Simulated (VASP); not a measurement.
# SiO2 (P4_32_12) in VASP: single point with PBE

Aim: the single point of SiO2 with PBE.

All numbers are computed with VASP 6.6.1; they aren't measurements. Logs are shortened: lines on timing, memory, paths and dates and some standing lists are left out, and cuts for length are marked.

**1. The cell of the first run**

Symmetry: P4_32_12, No. 96, tetragonal system. Conventional cell: a = 4.933 Å, b = 4.933 Å, c = 6.465 Å, α = 90.00°, β = 90.00°, γ = 90.00°. Si (site symmetry 2) has 4 O at 1.63 Å within 2.2 Å. Within 2.2 Å of O (site symmetry 1) lie 2 Si at 1.63 Å.

**2. Single point, PBE**

Contents of INCAR:

```
ALGO = Normal
EDIFF = 1E-6
ENCUT = 520
GGA = PE
ISIF = 2
ISMEAR = -1
LASPH = True
LCHARG = False
LREAL = False
LWAVE = False
NBANDS = 44
NELM = 80
PREC = Accurate
SIGMA = 0.02
```

Contents of KPOINTS:

```
k-points
0
Gamma
  4 4 3
```

Contents of POSCAR:

```
SiO2
1.0
    4.9329000000      0.0000000000      0.0000000000
    0.0000000000      4.9329000000      0.0000000000
    0.0000000000      0.0000000000      6.4645000000
Si O
4 8
Direct
    0.8168962261      0.8168962261      0.5000000000
    0.6831037739      0.3168962261      0.2500000000
    0.1831037739      0.1831037739      0.0000000000
    0.3168962261      0.6831037739      0.7500000000
    0.2692597711      0.3636645960      0.7999874972
    0.1363354040      0.7692597711      0.5499874972
    0.7307402289      0.6363354040      0.2999874972
    0.8636645960      0.2307402289      0.0499874972
    0.7692597711      0.1363354040      0.4500125028
    0.6363354040      0.7307402289      0.7000125028
    0.2307402289      0.8636645960      0.9500125028
    0.3636645960      0.2692597711      0.2000125028
```

Potentials or basis: VASP PAW PBE potentials, release 64 (Si, O).

Started as:

```console
$ cat potpaw_PBE.64/Si/POTCAR potpaw_PBE.64/O/POTCAR > POTCAR
$ mpirun -np 1 vasp_std > vasp.out
```

OUTCAR:

```text
EDIFF = 1E-6
   ENCUT = 520
   GGA = PE
   ISIF = 2
   ISMEAR = -1
   LASPH = True
   LREAL = False
   NELM = 80
   PREC = Accurate

 ion  position               nearest neighbor table
   1  0.817  0.817  0.500-   6 1.63   9 1.63   7 1.63  10 1.63   2 3.02   4 3.02   2 3.02   4 3.02

   2  0.683  0.317  0.250-   7 1.63  12 1.63   9 1.63   8 1.63   1 3.02   3 3.02   1 3.02   3 3.02

   3  0.183  0.183  0.000-   8 1.63  11 1.63   5 1.63  12 1.63   2 3.02   4 3.02   4 3.02   2 3.02

   4  0.317  0.683  0.750-   5 1.63  10 1.63   6 1.63  11 1.63   1 3.02   3 3.02   3 3.02   1 3.02

   5  0.269  0.364  0.800-   4 1.63   3 1.63
   6  0.136  0.769  0.550-   1 1.63   4 1.63
   7  0.731  0.636  0.300-   2 1.63   1 1.63
   8  0.864  0.231  0.050-   3 1.63   2 1.63
   9  0.769  0.136  0.450-   1 1.63   2 1.63
  10  0.636  0.731  0.700-   4 1.63   1 1.63
  11  0.231  0.864  0.950-   3 1.63   4 1.63
  12  0.364  0.269  0.200-   2 1.63   3 1.63

  LATTYP: Found a simple tetragonal cell.
 ALAT       =     4.9329000000
 C/A-ratio  =     1.3104867319

  Lattice vectors:

 A1 = (   4.9329000000,   0.0000000000,   0.0000000000)
 A2 = (   0.0000000000,   4.9329000000,   0.0000000000)
 A3 = (   0.0000000000,   0.0000000000,   6.4645000000)

Analysis of symmetry for initial positions (statically):
=====================================================================
 Subroutine PRICEL returns:
 Original cell was already a primitive cell.

 Routine SETGRP: Setting up the symmetry group for a
 simple tetragonal supercell.

 Subroutine GETGRP returns: Found  8 space group operations
 (whereof  2 operations were pure point group operations)
 out of a pool of 16 trial point group operations.

The static configuration has the point symmetry C_2 .
 The point group associated with its full space group is D_4 .

Analysis of symmetry for dynamics (positions and initial velocities):
=====================================================================
 Subroutine PRICEL returns:
 Original cell was already a primitive cell.

 Routine SETGRP: Setting up the symmetry group for a
 simple tetragonal supercell.

 Subroutine GETGRP returns: Found  8 space group operations
 (whereof  2 operations were pure point group operations)
 out of a pool of 16 trial point group operations.

The dynamic configuration has the point symmetry C_2 .
 The point group associated with its full space group is D_4 .

 Subroutine INISYM returns: Found  8 space group operations
 (whereof  2 operations are pure point group operations),
 and found     1 'primitive' translations

----------------------------------------------------------------------------------------

                                     Primitive cell

  volume of cell :     157.3039

  direct lattice vectors                    reciprocal lattice vectors
     4.932900000  0.000000000  0.000000000     0.202720509  0.000000000  0.000000000
     0.000000000  4.932900000  0.000000000     0.000000000  0.202720509  0.000000000
     0.000000000  0.000000000  6.464500000     0.000000000  0.000000000  0.154691005

  length of vectors
     4.932900000  4.932900000  6.464500000     0.202720509  0.202720509  0.154691005

  position of ions in fractional coordinates (direct lattice)
     0.816896226  0.816896226  0.500000000
     0.683103774  0.316896226  0.250000000
     0.183103774  0.183103774  0.000000000
     0.316896226  0.683103774  0.750000000
     0.269259771  0.363664596  0.799987497
     0.136335404  0.769259771  0.549987497
     0.730740229  0.636335404  0.299987497
     0.863664596  0.230740229  0.049987497
     0.769259771  0.136335404  0.450012503
     0.636335404  0.730740229  0.700012503
     0.230740229  0.863664596  0.950012503
     0.363664596  0.269259771  0.200012503

  ion indices of the primitive-cell ions
   primitive index   ion index
                 1           1
                 2           2
                 3           3
                 4           4
                 5           5
                 6           6
                 7           7
                 8           8
                 9           9
                10          10
                11          11
                12          12

----------------------------------------------------------------------------------------

 KPOINTS: k-points

Automatic generation of k-mesh.
 Grid dimensions read from file:
 generate k-points for:    4    4    3

 Generating k-lattice:

  Cartesian coordinates                     Fractional coordinates (reciprocal lattice)
     0.050680127  0.000000000  0.000000000     0.250000000  0.000000000  0.000000000
     0.000000000  0.050680127  0.000000000     0.000000000  0.250000000  0.000000000
     0.000000000  0.000000000  0.051563668     0.000000000  0.000000000  0.333333333

  Length of vectors
     0.050680127  0.050680127  0.051563668

  Shift w.r.t. Gamma in fractional coordinates (k-lattice)
     0.000000000  0.000000000  0.000000000

 Subroutine IBZKPT returns following result:
 ===========================================

 Found     12 irreducible k-points:

 Following reciprocal coordinates:
            Coordinates               Weight
  0.000000  0.000000  0.000000      1.000000
  0.250000  0.000000  0.000000      4.000000
  0.500000  0.000000  0.000000      2.000000
  0.250000  0.250000  0.000000      4.000000
  0.500000  0.250000  0.000000      4.000000
  0.500000  0.500000  0.000000      1.000000
  0.000000  0.000000  0.333333      2.000000
  0.250000  0.000000  0.333333      8.000000
  0.500000  0.000000  0.333333      4.000000
  0.250000  0.250000  0.333333      8.000000
  0.500000  0.250000  0.333333      8.000000
  0.500000  0.500000  0.333333      2.000000
   k-points           NKPTS =     12   k-points in BZ     NKDIM =     12   number of bands    NBANDS=     44
   number of dos      NEDOS =    301   number of ions     NIONS =     12
   total plane-waves  NPLWV =  76800
   dimension x,y,z NGX =    40 NGY =   40 NGZ =   48
   dimension x,y,z NGXF=    80 NGYF=   80 NGZF=   96
   ions per type =               4   8
   NGX,Y,Z   is equivalent  to a cutoff of  13.48, 13.48, 12.34 a.u.
   NGXF,Y,Z  is equivalent  to a cutoff of  26.96, 26.96, 24.69 a.u.
 SYSTEM =  unknown system
   PREC   = accura    normal or accurate (medium, high low for compatibility)
   ISTART =      0    job   : 0-new  1-cont  2-samecut
   ICHARG =      2    charge: 1-file 2-atom 10-const
   ISPIN  =      1    spin polarized calculation?
   LNONCOLLINEAR =      F non collinear calculations
   LSORBIT =      F    spin-orbit coupling
   LASPH  =      T    aspherical Exc in radial PAW
   ENCUT  =  520.0 eV  38.22 Ry    6.18 a.u.   9.17  9.17 12.02*2*pi/ulx,y,z
   NELM   =     80;   NELMIN=  2; NELMDL= -5     # of ELM steps
   EDIFF  = 0.1E-05   stopping-criterion for ELM
   LREAL  =      F    real-space projection
   EDIFFG = 0.1E-04   stopping-criterion for IOM
   NSW    =      0    number of steps for IOM
   IBRION =     -1    ionic relax: 0-MD 1-quasi-New 2-CG
   NFREE  =      0    steps in history (QN), initial steepest desc. (CG)
   ISIF   =      2    stress and relaxation
   ISYM   =      2    0-nonsym 1-usesym 2-fastsym
   POTIM  = 0.5000    time-step for ionic-motion
   TEBEG  =    0.0;   TEEND  =   0.0 temperature during run
   PSTRESS=    0.0 pullay stress
   NELECT =      64.0000    total number of electrons
   NUPDOWN=      -1.0000    fix difference up-down
   EMIN   =  10.00;   EMAX   =-10.00  energy-range for DOS
   EFERMI =   0.00;   METHOD = LEGACY
   ISMEAR =    -1;   SIGMA  =   0.02  broadening in eV -4-tet -1-fermi 0-gaus
   EFERMI_NEDOS =   21; number of points for ismear=-14 and -15
   IALGO  =     38    algorithm
   IMIX   =      4    mixing-type and parameters
     AMIX     =   0.40;   BMIX     =  1.00
     AMIX_MAG =   1.60;   BMIX_MAG =  1.00
  volume/ion in A,a.u.               =      13.11        88.46
  Fermi-wavevector in a.u.,A,eV,Ry     =   1.213077  2.292383 20.021726  1.471555
  Thomas-Fermi vector in A             =   2.348540
   LORBIT       =      0    0 simple, 1 ext, 2 COOP (PROOUT), +10 PAW based schemes
   GGA     = PE    functional components
   LHFCALC =     F    Hartree Fock is set to
   AEXX    =    0.0000 exact exchange contribution
   IVDW    =     0    specifies the selected vdW correction
   LEPSILON=     F    determine dielectric tensor
   LRPA    =     F    only Hartree local field effects (RPA)
 non-spin polarized calculation
  energy-cutoff  :      520.00
  volume of cell :      157.30
 maximum number of plane-waves:      4250
 NGX is ok and might be reduce to    40
   NGX = 19   NGY = 19   NGZ = 25

 number of electron      64.0000002 magnetization

 Free energy of the ion-electron system (eV)
  ---------------------------------------------------
  ext. energy  EPLUGINS =         0.00000000
  ---------------------------------------------------
  free energy    TOTEN  =       -94.65259605 eV

  energy without entropy =      -94.65259605  energy(sigma->0) =      -94.65259605

 E-fermi :   1.3375     XC(G=0):  -8.9913

 val. band max:        0.8502779764   @ k =   0.0000   0.0000   0.0000
 cond. band min:       6.5053281942   @ k =   0.0000   0.0000   0.0000
 fundamental gap:      5.6550502178
 Fermi energy:         1.3374696876

 k-point     1 :       0.0000    0.0000    0.0000
  band No.  band energies     occupation
      1     -18.6398      2.00000
      2     -17.6635      2.00000
      3     -17.6635      2.00000
      4     -16.5234      2.00000
      5     -16.5232      2.00000
      6     -16.5232      2.00000
[... 36 lines left out ...]
     43      12.7215      0.00000
     44      12.7818      0.00000
[... 476 lines left out ...]
      4     -17.6476      2.00000
      5     -16.5754      2.00000
      6     -16.5754      2.00000
[... 36 lines left out ...]
     43      11.6752      0.00000
     44      11.6752      0.00000

------------------------ aborting loop because EDIFF is reached ----------------------------------------

  FORCE on cell =-STRESS in cart. coord.  units (eV):
  Direction    XX          YY          ZZ          XY          YZ          ZX
  --------------------------------------------------------------------------------------
  -------------------------------------------------------------------------------------
  Total        2.0796856      2.0796856      4.3755150      0.0000000      0.0000000      0.0000000
  in kB       21.1820852     21.1820852     44.5656447      0.0000000      0.0000000      0.0000000
  external PRESSURE =      28.9766050 kB  Pullay stress =       0.0000000 kB

 VOLUME and BASIS-vectors are now :
 -----------------------------------------------------------------------------
  energy-cutoff  :      520.00
  volume of cell :      157.30
      direct lattice vectors                 reciprocal lattice vectors
     4.932900000  0.000000000  0.000000000     0.202720509  0.000000000  0.000000000
     0.000000000  4.932900000  0.000000000     0.000000000  0.202720509  0.000000000
     0.000000000  0.000000000  6.464500000     0.000000000  0.000000000  0.154691005

 POSITION                                       TOTAL-FORCE (eV/Angst)
 -----------------------------------------------------------------------------------
      4.02967      4.02967      3.23225         0.019827      0.019827      0.000000
      3.36968      1.56322      1.61613        -0.019827      0.019827      0.000000
      0.90323      0.90323      0.00000        -0.019827     -0.019827      0.000000
      1.56322      3.36968      4.84837         0.019827     -0.019827      0.000000
      1.32823      1.79392      5.17152        -0.004628      0.007550      0.000632
      0.67253      3.79468      3.55539        -0.007550     -0.004628      0.000632
      3.60467      3.13898      1.93927         0.004628     -0.007550      0.000632
      4.26037      1.13822      0.32314         0.007550      0.004628      0.000632
      3.79468      0.67253      2.90911        -0.004628     -0.007550     -0.000632
      3.13898      3.60467      4.52523        -0.007550      0.004628     -0.000632
      1.13822      4.26037      6.14136         0.004628      0.007550     -0.000632
      1.79392      1.32823      1.29298         0.007550     -0.004628     -0.000632
 -----------------------------------------------------------------------------------
    total drift:                                0.000000     -0.000000     -0.000000

  FREE ENERGIE OF THE ION-ELECTRON SYSTEM (eV)
  ---------------------------------------------------
  free  energy   TOTEN  =       -94.6525960516 eV

  energy  without entropy=      -94.6525960516  energy(sigma->0) =      -94.65259605
```

Run time: 48 s. Hardware: 1 thread of Intel Xeon 6975P-C (Granite Rapids), shared host; peak memory 0.27 GiB.

What came out:

| Item | Value |
| --- | --- |
| Free energy | -94.6526 eV |
| Pressure | 2.9 GPa |
| Largest force | 0.028 eV/Å |
| Band gap on the k mesh | 5.66 eV |

Forces in eV/Å, atoms in the order of the input:
```
Si   0.020  0.020  0.000
Si  -0.020  0.020  0.000
Si  -0.020 -0.020  0.000
Si   0.020 -0.020  0.000
O   -0.005  0.008  0.001
O   -0.008 -0.005  0.001
O    0.005 -0.008  0.001
O    0.008  0.005  0.001
O   -0.005 -0.008 -0.001
O   -0.008  0.005 -0.001
O    0.005  0.008 -0.001
O    0.008 -0.005 -0.001
```

Stress tensor (GPa, compression positive):
```
2.12 0.00 0.00
0.00 2.12 0.00
0.00 0.00 4.46
```
